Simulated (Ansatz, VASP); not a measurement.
# One calculation of AlCu, two programs

Contents of POSCAR:

```
AlCu
1.0
    2.9975090000      0.0000000000      0.0000000000
    0.0000000000      2.9975090000      0.0000000000
    0.0000000000      0.0000000000      2.9975090000
Al Cu
1 1
Direct
    0.0000000000      0.0000000000      0.0000000000
    0.4499584488      0.5000000000      0.5000000000
```

File INCAR.step1:

```
SYSTEM = AlCu
  PREC = Accurate
  ENCUT = 520
  ISMEAR = 0
  SIGMA = 0.15
  LREAL = .FALSE.
  LASPH = .TRUE.
  NELM = 100
  NBANDS = 14
  GGA = PE
  ALGO = Normal
  EDIFF = 1E-4
  LWAVE = .TRUE.
  LCHARG = .FALSE.
```

The input INCAR.step2:

```
SYSTEM = AlCu
  PREC = Accurate
  ENCUT = 520
  EDIFF = 1E-7
  ISMEAR = 0
  SIGMA = 0.15
  LREAL = .FALSE.
  LASPH = .TRUE.
  NELM = 100
  ALGO = Normal
  ISIF = 2
  LWAVE = .FALSE.
  LCHARG = .FALSE.
  METAGGA = R2SCAN
  LMIXTAU = .TRUE.
  NBANDS = 14
  ISTART = 1
```

The input KPOINTS:

```
Automatic mesh
0
G
  16 16 16
  0 0 0
```

Input for Ansatz:

```yaml
crystal:
  lattice:
    - [2.997509, 0.0, 0.0]
    - [0.0, 2.997509, 0.0]
    - [0.0, 0.0, 2.997509]
  atoms:
    - { symbol: Al, position: [0.0, 0.0, 0.0] }
    - { symbol: Cu, position: [0.4499584488, 0.5, 0.5] }
basis:
  ecutwfc: 500
kpoints:
  mp_grid: { grid: [16, 16, 16] }
hamiltonian:
  xc: r2scan
scf:
  occupations: { method: gaussian, width: 0.15 }
output:
  forces: true
  stress: true
  eigenvalues: true
```

Change from the starting cell: all Cu atoms moved +0.150 Å, as atom 2 towards its neighbour atom 2 (Cu) at 2.998 Å.

Alike in both runs: task single point; functional r2SCAN; k mesh 16 × 16 × 16; occupations gaussian, width 0.15 eV; no spin polarisation.

|  | VASP | Ansatz |
| --- | --- | --- |
| version | VASP 6.6.1 | Ansatz 0.2.0 |
| potentials or method | VASP PAW PBE potentials, release 64 (Al, Cu), cutoff 520 eV | scalar-relativistic, plane waves, PAW |
| valence electrons in the cell | 14 | 22 |

|  | VASP | Ansatz | Ansatz less VASP |
| --- | --- | --- | --- |
| gap on the k mesh at the Fermi level (eV) | none | none | - |
| pressure (GPa) | -3.9 | -3.9 | +0.01 |
| traceless stress, the component that is largest in VASP (GPa) | -0.47 | -0.50 | -0.031 |
| rms of the force components (eV/Å) | 0.348 | 0.345 | -0.0026 |

VASP's potentials were made for PBE, not for r2SCAN. Atom by atom the forces differ by 0.003 eV/Å (rms over components). A gap of «none» marks a metal or a gap that the smearing closes. The functional is the same, so the differences come from potentials, cutoffs and numerics. VASP's potentials hold 14 valence electrons a cell and Ansatz's 22, so a difference there can come from the potentials and not from the codes.
